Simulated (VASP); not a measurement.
# SiO2 (I4/mmm) in VASP: settings compared, part 2 of 2

VASP 6.6.1. The steps go on from the part before.

## 3. Electric field gradients, r2SCAN

File POSCAR:

```
SiO2
1.0
   -4.4720405200      4.4720405200      2.6117703500
    4.4720405200     -4.4720405200      2.6117703500
    4.4720405200      4.4720405200     -2.6117703500
Si O
4 8
Direct
    0.1768885800      0.1768885800      0.3537771600
    0.8231114200      0.1768885800      0.0000000000
    0.1768885800      0.8231114200      0.0000000000
    0.8231114200      0.8231114200      0.6462228400
    0.5000000000      0.5000000000      0.5000000000
    0.0000000000      0.5000000000      0.0000000000
    0.5000000000      0.0000000000      0.0000000000
    0.0000000000      0.0000000000      0.5000000000
    0.0000000000      0.2085486600      0.2085486600
    0.7914513400      0.0000000000      0.7914513400
    0.2085486600      0.0000000000      0.2085486600
    0.0000000000      0.7914513400      0.7914513400
```

File INCAR.step1:

```
SYSTEM = SiO2
PREC = Accurate
ENCUT = 520
ISMEAR = -1
SIGMA = 0.02
LREAL = .False.
LASPH = .True.
NELM = 60
NBANDS = 44
GGA = PE
ALGO = Normal
EDIFF = 1E-4
LWAVE = .True.
LCHARG = .False.
```

File INCAR.step2:

```
SYSTEM = SiO2
PREC = Accurate
ENCUT = 520
EDIFF = 1E-8
ISMEAR = -1
SIGMA = 0.02
LREAL = .False.
LASPH = .True.
NELM = 60
ALGO = Normal
ISIF = 2
LWAVE = .False.
LCHARG = .False.
METAGGA = R2SCAN
LMIXTAU = .True.
LEFG = .True.
NBANDS = 44
ISTART = 1
```

File KPOINTS:

```
regular mesh
0
Gamma
  5 5 5
  0 0 0
```

Potentials or basis: VASP PAW PBE potentials, release 64 (Si, O).

Started as:

```
$ cat potpaw_PBE.64/Si/POTCAR potpaw_PBE.64/O/POTCAR > POTCAR
$ cp INCAR.step1 INCAR
$ mpirun -np 1 vasp_std > vasp.out
$ cp INCAR.step2 INCAR
$ mpirun -np 1 vasp_std > vasp.out
```

OUTCAR:

```text
SYSTEM = SiO2
   PREC = Accurate
   ENCUT = 520
   EDIFF = 1E-8
   ISMEAR = -1
   LREAL = .False.
   LASPH = .True.
   NELM = 60
   ISIF = 2
   METAGGA = R2SCAN
   ISTART = 1

 ion  position               nearest neighbor table
   1  0.177  0.177  0.354-   5 1.60   8 1.60   9 1.61  11 1.61
   2  0.823  0.177  0.000-   6 1.60   7 1.60  10 1.61   9 1.61
   3  0.177  0.823  0.000-   7 1.60   6 1.60  12 1.61  11 1.61
   4  0.823  0.823  0.646-   8 1.60   5 1.60  10 1.61  12 1.61
   5  0.500  0.500  0.500-   1 1.60   4 1.60
   6  0.000  0.500  0.000-   2 1.60   3 1.60
   7  0.500  0.000  0.000-   3 1.60   2 1.60
   8  0.000  0.000  0.500-   4 1.60   1 1.60
   9  0.000  0.209  0.209-   1 1.61   2 1.61
  10  0.791  0.000  0.791-   4 1.61   2 1.61
  11  0.209  0.000  0.209-   1 1.61   3 1.61
  12  0.000  0.791  0.791-   4 1.61   3 1.61

  LATTYP: Found a body centered tetragonal cell.
 ALAT       =     8.9440810400
 C/A-ratio  =     0.5840220674

  Lattice vectors:

 A1 = (  -4.4720405200,   4.4720405200,   2.6117703500)
 A2 = (   4.4720405200,  -4.4720405200,   2.6117703500)
 A3 = (   4.4720405200,   4.4720405200,  -2.6117703500)

Analysis of symmetry for initial positions (statically):
=====================================================================
 Subroutine PRICEL returns:
 Original cell was already a primitive cell.

 Routine SETGRP: Setting up the symmetry group for a
 body centered tetragonal supercell.

 Subroutine GETGRP returns: Found 16 space group operations
 (whereof 16 operations were pure point group operations)
 out of a pool of 16 trial point group operations.

The static configuration has the point symmetry D_4h.

Analysis of symmetry for dynamics (positions and initial velocities):
=====================================================================
 Subroutine PRICEL returns:
 Original cell was already a primitive cell.

 Routine SETGRP: Setting up the symmetry group for a
 body centered tetragonal supercell.

 Subroutine GETGRP returns: Found 16 space group operations
 (whereof 16 operations were pure point group operations)
 out of a pool of 16 trial point group operations.

The dynamic configuration has the point symmetry D_4h.

 Subroutine INISYM returns: Found 16 space group operations
 (whereof 16 operations are pure point group operations),
 and found     1 'primitive' translations

----------------------------------------------------------------------------------------

                                     Primitive cell

  volume of cell :     208.9327

  direct lattice vectors                    reciprocal lattice vectors
    -4.472040520  4.472040520  2.611770350     0.000000000  0.111805785  0.191441028
     4.472040520 -4.472040520  2.611770350     0.111805785  0.000000000  0.191441028
     4.472040520  4.472040520 -2.611770350     0.111805785  0.111805785  0.000000000

[... 147 lines left out ...]
 cond. band min:       4.5817429330   @ k =   0.0000   0.0000   0.0000
 fundamental gap:      6.0699006275
 Fermi energy:        -0.9734380065

 k-point     1 :       0.0000    0.0000    0.0000
  band No.  band energies     occupation
      1     -21.9623      2.00000
      2     -21.0957      2.00000
      3     -20.5663      2.00000
      4     -20.5663      2.00000
      5     -19.9891      2.00000
      6     -19.9510      2.00000
[... 835 lines left out ...]
     43       9.6749      0.00000
     44      10.9343      0.00000

------------------------ aborting loop because EDIFF is reached ----------------------------------------

  FORCE on cell =-STRESS in cart. coord.  units (eV):
  Direction    XX          YY          ZZ          XY          YZ          ZX
  --------------------------------------------------------------------------------------
  -------------------------------------------------------------------------------------
  Total        0.1708451      0.1708451      0.4674820      0.0000000      0.0000000      0.0000000
  in kB        1.3101068      1.3101068      3.5848343      0.0000000      0.0000000      0.0000000
  external PRESSURE =       2.0683493 kB  Pullay stress =       0.0000000 kB

 VOLUME and BASIS-vectors are now :
 -----------------------------------------------------------------------------
  energy-cutoff  :      520.00
  volume of cell :      208.93
      direct lattice vectors                 reciprocal lattice vectors
    -4.472040520  4.472040520  2.611770350     0.000000000  0.111805785  0.191441028
     4.472040520 -4.472040520  2.611770350     0.111805785  0.000000000  0.191441028
     4.472040520  4.472040520 -2.611770350     0.111805785  0.111805785  0.000000000

 POSITION                                       TOTAL-FORCE (eV/Angst)
 -----------------------------------------------------------------------------------
      1.58211      1.58211      0.00000         0.004953      0.004953     -0.000000
     -2.88993      2.88993      2.61177         0.004953     -0.004953     -0.000000
      2.88993     -2.88993      2.61177        -0.004953      0.004953      0.000000
      2.88993      2.88993      2.61177        -0.004953     -0.004953      0.000000
      2.23602      2.23602      1.30589        -0.000000      0.000000     -0.000000
      2.23602     -2.23602      1.30589        -0.000000      0.000000     -0.000000
     -2.23602      2.23602      1.30589        -0.000000      0.000000     -0.000000
      2.23602      2.23602     -1.30589        -0.000000      0.000000     -0.000000
      1.86528      0.00000      0.00000         0.005802      0.000000     -0.000000
      0.00000      7.07880      0.00000        -0.000000     -0.005802      0.000000
      0.00000      1.86528      0.00000        -0.000000      0.005802     -0.000000
      7.07880      0.00000      0.00000        -0.005802      0.000000      0.000000
 -----------------------------------------------------------------------------------
    total drift:                               -0.000000     -0.000000      0.000000

  FREE ENERGIE OF THE ION-ELECTRON SYSTEM (eV)
  ---------------------------------------------------
  free  energy   TOTEN  =      -119.0230245143 eV

  energy  without entropy=     -119.0230245143  energy(sigma->0) =     -119.02302451

 Electric field gradients (V/A^2)
---------------------------------------------------------------------
 ion       V_xx      V_yy      V_zz      V_xy      V_xz      V_yz
---------------------------------------------------------------------
   1       0.355     0.355    -0.711    -4.270    -0.000    -0.000
   2       0.355     0.355    -0.711     4.269    -0.000    -0.000
   3       0.355     0.355    -0.711     4.269    -0.000    -0.000
   4       0.355     0.355    -0.711    -4.270    -0.000    -0.000
   5     -23.794   -23.794    47.589    24.426    47.886    47.886
   6     -23.794   -23.794    47.588   -24.417    47.886   -47.878
   7     -23.794   -23.794    47.588   -24.417   -47.878    47.886
   8     -23.794   -23.794    47.589    24.426   -47.878   -47.878
   9     -43.361    91.807   -48.446    -0.001    -0.000     0.000
  10      91.807   -43.361   -48.446    -0.001     0.000    -0.000
  11      91.807   -43.361   -48.446    -0.001     0.000    -0.000
  12     -43.361    91.807   -48.446    -0.001    -0.000     0.000
---------------------------------------------------------------------

 Electric field gradients after diagonalization (V/A^2)
 (convention: |V_zz| > |V_xx| > |V_yy|)
----------------------------------------------------------------------
 ion       V_xx      V_yy      V_zz     asymmetry (V_yy - V_xx)/ V_zz
----------------------------------------------------------------------
   1      -3.914    -0.711     4.625       0.693
   2      -3.914    -0.711     4.625       0.693
   3      -3.914    -0.711     4.625       0.693
   4      -3.914    -0.711     4.625       0.693
   5     -48.221   -47.565    95.785       0.007
   6     -48.212   -47.565    95.777       0.007
   7     -48.212   -47.565    95.777       0.007
   8     -48.220   -47.554    95.775       0.007
   9     -48.446   -43.361    91.807       0.055
  10     -48.446   -43.361    91.807       0.055
  11     -48.446   -43.361    91.807       0.055
  12     -48.446   -43.361    91.807       0.055
----------------------------------------------------------------------

           NMR quadrupolar parameters

 Cq : quadrupolar parameter    Cq=e*Q*V_zz/h
 eta: asymmetry parameters     (V_yy - V_xx)/ V_zz
 Q  : nuclear electric quadrupole moment in mb (millibarn)
----------------------------------------------------------------------
 ion       Cq(MHz)       eta       Q (mb)
----------------------------------------------------------------------
   1       0.011       0.693       1.000
   2       0.011       0.693       1.000
   3       0.011       0.693       1.000
   4       0.011       0.693       1.000
   5       0.232       0.007       1.000
   6       0.232       0.007       1.000
   7       0.232       0.007       1.000
   8       0.232       0.007       1.000
   9       0.222       0.055       1.000
  10       0.222       0.055       1.000
  11       0.222       0.055       1.000
  12       0.222       0.055       1.000
----------------------------------------------------------------------
```

Wall time 9.4 min (1 thread of Intel Xeon 6975P-C (Granite Rapids), shared host); peak memory 0.45 GiB.

Results:

| Quantity | Value |
| --- | --- |
| Free energy | -119.0230 eV |
| Pressure | 0.2 GPa |
| Largest force | 0.007 eV/Å |
| Band gap on the k mesh | 6.07 eV, indirect (least direct gap 6.08 eV) |

Forces on the atoms (eV/Å):
```
Si   0.005  0.005  0.000
Si   0.005 -0.005  0.000
Si  -0.005  0.005  0.000
Si  -0.005 -0.005  0.000
O    0.000  0.000  0.000
O    0.000  0.000  0.000
O    0.000  0.000  0.000
O    0.000  0.000  0.000
O    0.006  0.000  0.000
O    0.000 -0.006  0.000
O    0.000  0.006  0.000
O   -0.006  0.000  0.000
```

Stress tensor (GPa, compression positive):
```
0.13 0.00 0.00
0.00 0.13 0.00
0.00 0.00 0.36
```

Electric field gradients, principal values (V/Å²):
```csv
atom,least,middle,greatest (by size)
1 Si,-0.711,-3.914,4.625
2 Si,-0.711,-3.914,4.625
3 Si,-0.711,-3.914,4.625
4 Si,-0.711,-3.914,4.625
5 O,-47.565,-48.221,95.785
6 O,-47.565,-48.212,95.777
7 O,-47.565,-48.212,95.777
8 O,-47.554,-48.220,95.775
9 O,-43.361,-48.446,91.807
10 O,-43.361,-48.446,91.807
11 O,-43.361,-48.446,91.807
12 O,-43.361,-48.446,91.807
```

Caveat: without QUAD_EFG the Cq values of the log hold for a quadrupole moment of 1 mb, not for the nuclei; the PAW data sets were made with another functional, which shifts forces and pressure a little.
